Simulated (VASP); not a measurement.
Input of a VASP 6.6.1 run:

INCAR

```
SYSTEM = Rh
PREC = Accurate
ENCUT = 600
EDIFF = 1E-7
ISMEAR = -1
SIGMA = 0.15
LREAL = .False.
LASPH = .True.
NELM = 60
ALGO = Fast
ISIF = 3
LWAVE = .False.
LCHARG = .False.
IBRION = 2
NSW = 80
EDIFFG = -0.001
```

File KPOINTS:

```
regular mesh
0
Gamma
  26 26 26
  0 0 0
```

Contents of POSCAR:

```
Rh
1.0
    0.0000000000      1.8770578413      1.8770578413
    1.8770578413      0.0000000000      1.8770578413
    1.8770578413      1.8770578413      0.0000000000
Rh
1
Direct
    0.0000000000      0.0000000000      0.0000000000
```

Potentials or basis: VASP PAW LDA potentials, release 64 (Rh_pv).

The run is started by

```bash
$ cat potpaw_LDA.64/Rh_pv/POTCAR > POTCAR
$ mpirun -np 1 vasp_std > vasp.out
```

Problem. Estimate the relaxed volume.

Solution. 13.30 Å³/atom.

Problem. Predict the band gap on the k mesh.

Solution. Zero (an odd number of electrons rules out a gap without spin polarisation).

Final structure:
```xyz
1
Lattice="0.0000 1.8803 1.8803 1.8803 0.0000 1.8803 1.8803 1.8803 0.0000" Properties=species:S:1:pos:R:3 pbc="T T T"
Rh    0.0000    0.0000    0.0000
```
